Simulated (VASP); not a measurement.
Fe: single point with PBEsol

Fe:

```
Fe
1.0
     0.00000    1.94174    1.88650
     1.49844    0.00000    1.88650
     1.49844    1.94174    0.00000
Fe
1
Direct
  0.00000 0.00000 0.00000
```

```json
{"Program": "VASP 6.6.1", "Task": "single point", "Functional": "PBEsol", "Potentials or basis": "VASP PAW PBE potentials, release 64 (Fe)", "Cutoff": "520 eV", "k mesh": "13 × 13 × 13", "Occupations": "fermi-dirac, width 0.05 eV", "Spin": "collinear spin, ferromagnetic start", "Starting moments": "[3.0] μB", "Dipole correction": "no", "Further INCAR settings": "ALGO = Fast; EDIFF = 1e-07; NBANDS = 14"}
```

| Property | Result |
| --- | --- |
| Pressure | -2.2 GPa |
| Net moment | 2.14 μB per cell |
| Site moments | Fe +2.12 μB |
| Valence electrons inside the program's atomic spheres | Fe 7.35 |

Stress tensor (GPa, compression positive):
```
-9.67  0.00  0.00
 0.00 -0.71  0.00
 0.00  0.00  3.82
```

Levels at points of the mesh, in eV from the Fermi level:
Spin up:
| k point | band 1 | band 2 | band 3 | band 4 | band 5 | band 6 | band 7 | band 8 | band 9 | band 10 |
| --- | --- | --- | --- | --- | --- | --- | --- | --- | --- | --- |
| (0.00, 0.00, 0.00) | -8.78 | -2.67 | -2.43 | -2.05 | -1.42 | -0.90 | 23.87 | 25.56 | 26.20 | 30.03 |
Spin down:
| k point | band 1 | band 2 | band 3 | band 4 | band 5 | band 6 | band 7 | band 8 |
| --- | --- | --- | --- | --- | --- | --- | --- | --- |
| (0.00, 0.00, 0.00) | -8.51 | -0.92 | -0.57 | -0.04 | 1.04 | 1.80 | 23.78 | 25.51 |

Run time: 93 s on 1 thread of Intel(R) Xeon(R) Platinum 8259CL CPU @ 2.50GHz (Skylake/Cascade Lake) (shared host), peak memory 0.19 GiB.

Caveat: the PAW data sets were made with another functional, which shifts forces and pressure a little.
